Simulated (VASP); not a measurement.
# GaSb (Immm) in VASP: a series of runs

GaSb is run at these levels: LDA, PBEsol; tasks: single point.

Program: VASP 6.6.1. These are calculated values, not measurements. Logs are shortened: lines on timing, memory, paths and dates and some standing lists are left out, and cuts for length are marked.

## (1) The cell of the first run

It takes space group Immm (No. 71, orthorhombic). The conventional cell has a = 3.091 Å, b = 5.314 Å, c = 5.748 Å, α = 90.00°, β = 90.00°, γ = 90.00°. Sb (site symmetry mmm) has 6 Ga at 2.87 to 3.07 Å and 2 Sb at 3.09 Å within 3.8 Å. Ga (site symmetry mmm) has 6 Sb at 2.87 to 3.07 Å and 2 Ga at 3.09 Å within 3.8 Å.

## (2) Single point, LDA

File INCAR:

```
PREC     = Accurate       # precision mode
ENCUT    = 520            # plane-wave cutoff, eV
EDIFF    = 1E-7           # SCF threshold, eV
ISMEAR   = -1             # smearing method
SIGMA    = 0.05           # smearing width, eV
LREAL    = False          # projectors in reciprocal space
LASPH    = True           # aspherical terms in the spheres
NELM     = 60             # most SCF steps
ALGO     = Normal         # electronic algorithm
ISIF     = 2              # what is computed and relaxed
LWAVE    = False          # write WAVECAR
LCHARG   = True           # write CHGCAR
LELF     = True           # ELF
LVHAR    = True         
NBANDS   = 16             # bands
```

File KPOINTS:

```
regular mesh
0
Gamma
  10 10 10
```

File POSCAR:

```
GaSb
1.0
   -1.5454583968      2.6570494188      2.8738942068
    1.5454583968     -2.6570494188      2.8738942068
    1.5454583968      2.6570494188     -2.8738942068
Sb Ga
1 1
Direct
    0.5000000000      0.5000000000      0.0000000000
    0.0000000000      0.0000000000      0.0000000000
```

Potentials or basis: VASP PAW LDA potentials, release 64 (Sb, Ga_d).

Command:

```console
> cat potpaw_LDA.64/Sb/POTCAR potpaw_LDA.64/Ga_d/POTCAR > POTCAR
> mpirun -np 1 vasp_std > vasp.out
```

OUTCAR:

```text
PREC = Accurate
   ENCUT = 520
   EDIFF = 1E-7
   ISMEAR = -1
   LREAL = False
   LASPH = True
   NELM = 60
   ISIF = 2

 ion  position               nearest neighbor table
   1  0.500  0.500  0.000-   2 2.87   2 2.87   2 3.07   2 3.07   2 3.07   2 3.07
   2  0.000  0.000  0.000-   1 2.87   1 2.87   1 3.07   1 3.07   1 3.07   1 3.07

  LATTYP: Found a body centered orthorhombic cell.
 ALAT       =     3.0909167936
 B/A-ratio  =     1.7192629865
 C/A-ratio  =     1.8595739703

  Lattice vectors:

 A1 = (  -1.5454583968,   2.6570494188,   2.8738942068)
 A2 = (   1.5454583968,  -2.6570494188,   2.8738942068)
 A3 = (   1.5454583968,   2.6570494188,  -2.8738942068)

Analysis of symmetry for initial positions (statically):
=====================================================================
 Subroutine PRICEL returns:
 Original cell was already a primitive cell.

 Routine SETGRP: Setting up the symmetry group for a
 body centered orthorhombic supercell.

 Subroutine GETGRP returns: Found  8 space group operations
 (whereof  8 operations were pure point group operations)
 out of a pool of  8 trial point group operations.

The static configuration has the point symmetry D_2h.

Analysis of symmetry for dynamics (positions and initial velocities):
=====================================================================
 Subroutine PRICEL returns:
 Original cell was already a primitive cell.

 Routine SETGRP: Setting up the symmetry group for a
 body centered orthorhombic supercell.

 Subroutine GETGRP returns: Found  8 space group operations
 (whereof  8 operations were pure point group operations)
 out of a pool of  8 trial point group operations.

The dynamic configuration has the point symmetry D_2h.

 Subroutine INISYM returns: Found  8 space group operations
 (whereof  8 operations are pure point group operations),
 and found     1 'primitive' translations

----------------------------------------------------------------------------------------

                                     Primitive cell

  volume of cell :      47.2050

  direct lattice vectors                    reciprocal lattice vectors
    -1.545458397  2.657049419  2.873894207     0.000000000  0.188178660  0.173979960
     1.545458397 -2.657049419  2.873894207     0.323528606  0.000000000  0.173979960
     1.545458397  2.657049419 -2.873894207     0.323528606  0.188178660  0.000000000

  length of vectors
     4.208042441  4.208042441  4.208042441     0.256281554  0.367341510  0.374275255

  position of ions in fractional coordinates (direct lattice)
     0.500000000  0.500000000  0.000000000
     0.000000000  0.000000000  0.000000000

  ion indices of the primitive-cell ions
   primitive index   ion index
                 1           1
                 2           2

----------------------------------------------------------------------------------------

 KPOINTS: regular mesh

Automatic generation of k-mesh.
 Grid dimensions read from file:
 generate k-points for:   10   10   10

 Generating k-lattice:

  Cartesian coordinates                     Fractional coordinates (reciprocal lattice)
     0.000000000  0.018817866  0.017397996     0.100000000  0.000000000  0.000000000
     0.032352861  0.000000000  0.017397996     0.000000000  0.100000000  0.000000000
     0.032352861  0.018817866  0.000000000     0.000000000  0.000000000  0.100000000

  Length of vectors
     0.025628155  0.036734151  0.037427526

  Shift w.r.t. Gamma in fractional coordinates (k-lattice)
     0.000000000  0.000000000  0.000000000

 Subroutine IBZKPT returns following result:
 ===========================================

 Found    171 irreducible k-points:

 Following reciprocal coordinates:
            Coordinates               Weight
  0.000000  0.000000  0.000000      1.000000
  0.100000 -0.000000  0.000000      4.000000
  0.200000 -0.000000  0.000000      4.000000
  0.300000  0.000000 -0.000000      4.000000
  0.400000 -0.000000  0.000000      4.000000
  0.500000  0.000000  0.000000      2.000000
[... 16 lines left out ...]
 -0.400000  0.200000  0.000000      8.000000
 -0.300000  0.200000 -0.000000      8.000000
 [... further k-points ...]
   k-points           NKPTS =    171   k-points in BZ     NKDIM =    171   number of bands    NBANDS=     16
   number of dos      NEDOS =    301   number of ions     NIONS =      2
   total plane-waves  NPLWV =  32768
   dimension x,y,z NGX =    32 NGY =   32 NGZ =   32
   dimension x,y,z NGXF=    64 NGYF=   64 NGZF=   64
   ions per type =               1   1
   NGX,Y,Z   is equivalent  to a cutoff of  12.64, 12.64, 12.64 a.u.
   NGXF,Y,Z  is equivalent  to a cutoff of  25.28, 25.28, 25.28 a.u.
 SYSTEM =  unknown system
   PREC   = accura    normal or accurate (medium, high low for compatibility)
   ISTART =      0    job   : 0-new  1-cont  2-samecut
   ICHARG =      2    charge: 1-file 2-atom 10-const
   ISPIN  =      1    spin polarized calculation?
   LNONCOLLINEAR =      F non collinear calculations
   LSORBIT =      F    spin-orbit coupling
   LASPH  =      T    aspherical Exc in radial PAW
   ENCUT  =  520.0 eV  38.22 Ry    6.18 a.u.   7.82  7.82  7.82*2*pi/ulx,y,z
   NELM   =     60;   NELMIN=  2; NELMDL= -5     # of ELM steps
   EDIFF  = 0.1E-06   stopping-criterion for ELM
   LREAL  =      F    real-space projection
   EDIFFG = 0.1E-05   stopping-criterion for IOM
   NSW    =      0    number of steps for IOM
   IBRION =     -1    ionic relax: 0-MD 1-quasi-New 2-CG
   NFREE  =      0    steps in history (QN), initial steepest desc. (CG)
   ISIF   =      2    stress and relaxation
   ISYM   =      2    0-nonsym 1-usesym 2-fastsym
   POTIM  = 0.5000    time-step for ionic-motion
   TEBEG  =    0.0;   TEEND  =   0.0 temperature during run
   PSTRESS=    0.0 pullay stress
   NELECT =      18.0000    total number of electrons
   NUPDOWN=      -1.0000    fix difference up-down
   EMIN   =  10.00;   EMAX   =-10.00  energy-range for DOS
   EFERMI =   0.00;   METHOD = LEGACY
   ISMEAR =    -1;   SIGMA  =   0.05  broadening in eV -4-tet -1-fermi 0-gaus
   EFERMI_NEDOS =   21; number of points for ismear=-14 and -15
   IALGO  =     38    algorithm
   IMIX   =      4    mixing-type and parameters
     AMIX     =   0.40;   BMIX     =  1.00
     AMIX_MAG =   1.60;   BMIX_MAG =  1.00
  volume/ion in A,a.u.               =      23.60       159.28
  Fermi-wavevector in a.u.,A,eV,Ry     =   1.187143  2.243375 19.174811  1.409309
  Thomas-Fermi vector in A             =   2.323301
   LORBIT       =      0    0 simple, 1 ext, 2 COOP (PROOUT), +10 PAW based schemes
   GGA     = CA    functional components
   LHFCALC =     F    Hartree Fock is set to
   AEXX    =    0.0000 exact exchange contribution
   IVDW    =     0    specifies the selected vdW correction
   LEPSILON=     F    determine dielectric tensor
   LRPA    =     F    only Hartree local field effects (RPA)
 non-spin polarized calculation
  energy-cutoff  :      520.00
  volume of cell :       47.20
 maximum number of plane-waves:      1302
   NGX = 15   NGY = 15   NGZ = 15

 number of electron      17.9999993 magnetization

 Free energy of the ion-electron system (eV)
  ---------------------------------------------------
  ext. energy  EPLUGINS =         0.00000000
  ---------------------------------------------------
  free energy    TOTEN  =        -8.33469562 eV

  energy without entropy =       -8.32936581  energy(sigma->0) =       -8.33203071

 E-fermi :   6.6016     XC(G=0): -10.5622

 val. band max:        6.5824221313   @ k =  -0.2000   0.2000   0.1000
 cond. band min:       6.6029758618   @ k =  -0.3000  -0.2000   0.1000
 fundamental gap:      0.0205537305
 Fermi energy:         6.6015944712

 k-point     1 :       0.0000    0.0000    0.0000
  band No.  band energies     occupation
      1      -8.4066      2.00000
      2      -8.3107      2.00000
      3      -8.3079      2.00000
      4      -8.2885      2.00000
      5      -8.2550      2.00000
      6      -5.5039      2.00000
[... 8 lines left out ...]
     15      15.7241      0.00000
     16      16.8895      0.00000

 k-point     2 :       0.1000   -0.0000    0.0000
  band No.  band energies     occupation
      1      -8.4060      2.00000
      2      -8.3127      2.00000
      3      -8.3067      2.00000
      4      -8.2885      2.00000
      5      -8.2548      2.00000
      6      -5.4177      2.00000
[... 8 lines left out ...]
     15      16.2955      0.00000
     16      16.8966      0.00000

 k-point     3 :       0.2000   -0.0000    0.0000
  band No.  band energies     occupation
      1      -8.4046      2.00000
      2      -8.3179      2.00000
      3      -8.3035      2.00000
      4      -8.2884      2.00000
      5      -8.2542      2.00000
      6      -5.1648      2.00000
[... 8 lines left out ...]
     15      16.0740      0.00000
     16      17.3605      0.00000

 k-point     4 :       0.3000    0.0000   -0.0000
  band No.  band energies     occupation
      1      -8.4031      2.00000
      2      -8.3243      2.00000
      3      -8.2997      2.00000
      4      -8.2883      2.00000
      5      -8.2535      2.00000
      6      -4.7699      2.00000
[... 8 lines left out ...]
     15      15.7743      0.00000
     16      16.8628      0.00000

 k-point     5 :       0.4000   -0.0000    0.0000
  band No.  band energies     occupation
      1      -8.4021      2.00000
      2      -8.3294      2.00000
      3      -8.2967      2.00000
      4      -8.2883      2.00000
      5      -8.2528      2.00000
      6      -4.3174      2.00000
[... 8 lines left out ...]
     15      16.0905      0.00000
     16      16.5954      0.00000

 k-point     6 :       0.5000    0.0000    0.0000
  band No.  band energies     occupation
      1      -8.4018      2.00000
      2      -8.3314      2.00000
      3      -8.2955      2.00000
      4      -8.2884      2.00000
      5      -8.2525      2.00000
      6      -4.0738      2.00000
[... 8 lines left out ...]
     15      16.4266      0.00000
     16      18.3574      0.00000

 k-point     7 :      -0.0000    0.1000    0.0000
  band No.  band energies     occupation
      1      -8.3910      2.00000
      2      -8.3115      2.00000
      3      -8.3058      2.00000
      4      -8.2960      2.00000
      5      -8.2613      2.00000
      6      -5.3062      2.00000
[... 8 lines left out ...]
     15      15.9298      0.00000
     16      16.7823      0.00000

 k-point     8 :       0.1000    0.1000    0.0000
  band No.  band energies     occupation
      1      -8.3900      2.00000
      2      -8.3154      2.00000
      3      -8.3041      2.00000
      4      -8.2953      2.00000
      5      -8.2611      2.00000
      6      -5.1423      2.00000
[... 8 lines left out ...]
     15      16.4663      0.00000
     16      17.0490      0.00000

 k-point     9 :       0.2000    0.1000    0.0000
  band No.  band energies     occupation
      1      -8.3884      2.00000
      2      -8.3215      2.00000
      3      -8.3013      2.00000
      4      -8.2947      2.00000
      5      -8.2605      2.00000
      6      -4.8195      2.00000
[... 8 lines left out ...]
     15      16.8979      0.00000
     16      17.4266      0.00000
[... 172 lines left out ...]
 k-point    19 :       0.2000    0.2000    0.0000
  band No.  band energies     occupation
      1      -8.3481      2.00000
      2      -8.3238      2.00000
      3      -8.3184      2.00000
      4      -8.2924      2.00000
      5      -8.2775      2.00000
      6      -4.0963      2.00000
[... 8 lines left out ...]
     15      16.2022      0.00000
     16      16.4990      0.00000

 k-point    20 :       0.3000    0.2000    0.0000
  band No.  band energies     occupation
      1      -8.3464      2.00000
      2      -8.3290      2.00000
      3      -8.3184      2.00000
      4      -8.2903      2.00000
      5      -8.2774      2.00000
      6      -3.6483      2.00000
[... 8 lines left out ...]
     15      16.7939      0.00000
     16      17.9295      0.00000

 k-point    21 :       0.4000    0.2000    0.0000
  band No.  band energies     occupation
      1      -8.3456      2.00000
      2      -8.3322      2.00000
      3      -8.3172      2.00000
      4      -8.2902      2.00000
      5      -8.2768      2.00000
      6      -3.3758      2.00000
[... 8 lines left out ...]
     15      17.9628      0.00000
     16      18.2914      0.00000

 k-point    22 :       0.5000    0.2000    0.0000
  band No.  band energies     occupation
      1      -8.3467      2.00000
      2      -8.3321      2.00000
      3      -8.3150      2.00000
      4      -8.2922      2.00000
      5      -8.2758      2.00000
      6      -3.5749      2.00000
[... 8 lines left out ...]
     15      17.5618      0.00000
     16      18.3456      0.00000

 k-point    23 :      -0.4000    0.2000    0.0000
  band No.  band energies     occupation
      1      -8.3488      2.00000
      2      -8.3292      2.00000
      3      -8.3123      2.00000
      4      -8.2952      2.00000
      5      -8.2754      2.00000
      6      -4.0155      2.00000
[... 8 lines left out ...]
     15      15.7866      0.00000
     16      17.0313      0.00000

 k-point    24 :      -0.3000    0.2000   -0.0000
  band No.  band energies     occupation
      1      -8.3504      2.00000
      2      -8.3251      2.00000
      3      -8.3100      2.00000
      4      -8.2982      2.00000
      5      -8.2759      2.00000
      6      -4.4171      2.00000
[... 8 lines left out ...]
     15      14.5106      0.00000
     16      15.9010      0.00000

 [... further k-points ...]
[... 5 lines left out ...]
  --------------------------------------------------------------------------------------
  -------------------------------------------------------------------------------------
  Total       -0.6678202     -1.1085958     -1.2604536      0.0000000      0.0000000      0.0000000
  in kB      -22.6663939    -37.6266968    -42.7808801      0.0000000      0.0000000      0.0000000
  external PRESSURE =     -34.3579903 kB  Pullay stress =       0.0000000 kB

 VOLUME and BASIS-vectors are now :
 -----------------------------------------------------------------------------
  energy-cutoff  :      520.00
  volume of cell :       47.20
      direct lattice vectors                 reciprocal lattice vectors
    -1.545458397  2.657049419  2.873894207     0.000000000  0.188178660  0.173979960
     1.545458397 -2.657049419  2.873894207     0.323528606  0.000000000  0.173979960
     1.545458397  2.657049419 -2.873894207     0.323528606  0.188178660  0.000000000

 POSITION                                       TOTAL-FORCE (eV/Angst)
 -----------------------------------------------------------------------------------
      0.00000      0.00000      2.87389         0.000000     -0.000000      0.000000
      0.00000      0.00000      0.00000        -0.000000      0.000000     -0.000000
 -----------------------------------------------------------------------------------
    total drift:                               -0.000000      0.000000      0.000000

  FREE ENERGIE OF THE ION-ELECTRON SYSTEM (eV)
  ---------------------------------------------------
  free  energy   TOTEN  =        -8.3346956184 eV

  energy  without entropy=       -8.3293658060  energy(sigma->0) =       -8.33203071
```

Run time: 76 s. Hardware: 1 thread of Intel Xeon Platinum 8488C (Sapphire Rapids), shared host; peak memory 0.25 GiB.

Results:

- Free energy: -8.3347 eV
- Pressure: -3.4 GPa
- Band gap on the k mesh: zero (band 9 reaches 8.57 eV, above the bottom of band 10 at 4.04 eV)

Levels at points of the mesh, in eV from the Fermi level:
```
           k point  band 5  band 6  band 7  band 8  band 9  band 10  band 11  band 12  band 13  band 14
(0.00, 0.00, 0.00)  -14.86  -12.11   -3.24   -2.19   -1.74     3.40     5.41     6.17     7.59     8.12
(0.50, 0.00, 0.00)  -14.85  -10.68   -8.15   -0.21    1.47     2.06     2.58     4.86     7.04     8.80
(0.00, 0.50, 0.00)  -14.84   -8.11   -6.11   -2.05   -0.49    -0.27     1.09     2.90     3.72     8.88
(0.50, 0.50, 0.00)  -14.84   -8.08   -5.12   -3.04   -2.11    -1.75     3.34     3.85     6.51     7.41
(0.50, 0.50, 0.50)  -14.85   -9.62   -6.02   -5.17   -4.88     3.30     7.16     9.67    10.36    10.36
```

Caveat: spin-orbit coupling is left out, which moves the levels of the heavy elements.

## (3) Single point, PBEsol

File INCAR:

```
SYSTEM = GaSb
PREC     = Accurate       ! precision mode
ENCUT    = 520            ! plane-wave cutoff, eV
EDIFF    = 1E-6           ! SCF threshold, eV
ISMEAR   = -1             ! smearing method
SIGMA    = 0.05           ! smearing width, eV
LREAL    = .FALSE.        ! projectors in reciprocal space
LASPH    = .TRUE.         ! aspherical terms in the spheres
NELM     = 100            ! most SCF steps
ALGO     = Normal         ! electronic algorithm
ISIF     = 2              ! what is computed and relaxed
LWAVE    = .FALSE.        ! write WAVECAR
LCHARG   = .TRUE.         ! write CHGCAR
GGA      = PS             ! functional
LELF     = .TRUE.         ! ELF
LVHAR    = .TRUE.       
NBANDS   = 16             ! bands
```

File KPOINTS:

```
regular mesh
0
G
  10 10 10
  0 0 0
```

POSCAR is that of step 2.

Potentials or basis: VASP PAW PBE potentials, release 64 (Sb, Ga_d).

Command:

```console
> cat potpaw_PBE.64/Sb/POTCAR potpaw_PBE.64/Ga_d/POTCAR > POTCAR
> mpirun -np 1 vasp_std > vasp.out
```

Wall time 62 s (1 thread of Intel Xeon Platinum 8488C (Sapphire Rapids), shared host); peak memory 0.27 GiB.

The run converged. Its results:

```
Free energy            : -7.8676 eV
Pressure               : -2.1 GPa
Band gap on the k mesh : zero (band 9 reaches 8.65 eV, above the bottom of band 10 at 4.04 eV)
```

Stress tensor (GPa, compression positive):
```
-1.05  0.00  0.00
 0.00 -2.50  0.00
 0.00  0.00 -2.88
```

Levels at points of the mesh, in eV from the Fermi level:
| k point | band 7 | band 8 | band 9 | band 10 | band 11 | band 12 |
| --- | --- | --- | --- | --- | --- | --- |
| (0.00, 0.00, 0.00) | -3.17 | -2.21 | -1.76 | 3.29 | 5.48 | 6.20 |
| (0.50, 0.00, 0.00) | -8.16 | -0.22 | 1.45 | 2.09 | 2.58 | 4.90 |
| (0.00, 0.50, 0.00) | -6.11 | -2.04 | -0.51 | -0.30 | 1.04 | 2.94 |
| (0.50, 0.50, 0.00) | -5.17 | -2.97 | -2.13 | -1.76 | 3.23 | 3.88 |
| (0.50, 0.50, 0.50) | -5.99 | -5.23 | -4.93 | 3.33 | 7.14 | 9.76 |

Caveat: the PAW data sets were made with another functional, which shifts forces and pressure a little; spin-orbit coupling is left out, which moves the levels of the heavy elements.
